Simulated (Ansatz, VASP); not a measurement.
# Two plane-wave programs on HfZr2Te6

```
CELL_PARAMETERS angstrom
6.89442 0.00000 0.00000
-3.44721 5.97074 0.00000
0.00000 0.00000 7.11338
ATOMIC_POSITIONS crystal
Zr 0.33333 0.66667 0.00000
Zr 0.66667 0.33333 0.00000
Hf 0.00000 0.00000 0.00000
Te 0.66874 0.00000 0.74895
Te 0.33126 0.33126 0.74895
Te 0.00000 0.66874 0.74895
Te 0.33126 0.00000 0.25105
Te 0.00000 0.33126 0.25105
Te 0.66874 0.66874 0.25105
```

Alike in both runs: functional PBE; k mesh 6 × 6 × 6; occupations gaussian, width 0.1 eV; no spin polarisation.

Ansatz relaxed the structure, and its values are those at the end. VASP's run is a single point on that final structure, the one shown.

```csv
,VASP,Ansatz
version,VASP 6.6.1,Ansatz 0.2.0
potentials or method,"VASP PAW PBE potentials, release 64 (Zr_sv, Hf_pv, Te), cutoff 520 eV","scalar-relativistic, plane waves, PAW"
valence electrons in the cell,70,146
```

|  | VASP | Ansatz | Ansatz less VASP |
| --- | --- | --- | --- |
| gap on the k mesh at the Fermi level (eV) | none | none | - |
| pressure (GPa) | 0.0 | 0.0 | +0.04 |
| rms of the force components (eV/Å) | 0.010 | 0.003 | -0.0065 |

A gap of «none» marks a metal or a gap that the smearing closes. The functional is the same, so the differences come from potentials, cutoffs and numerics. VASP's potentials hold 70 valence electrons a cell and Ansatz's 146, so a difference there can come from the potentials and not from the codes.

Spin-orbit coupling is off throughout.
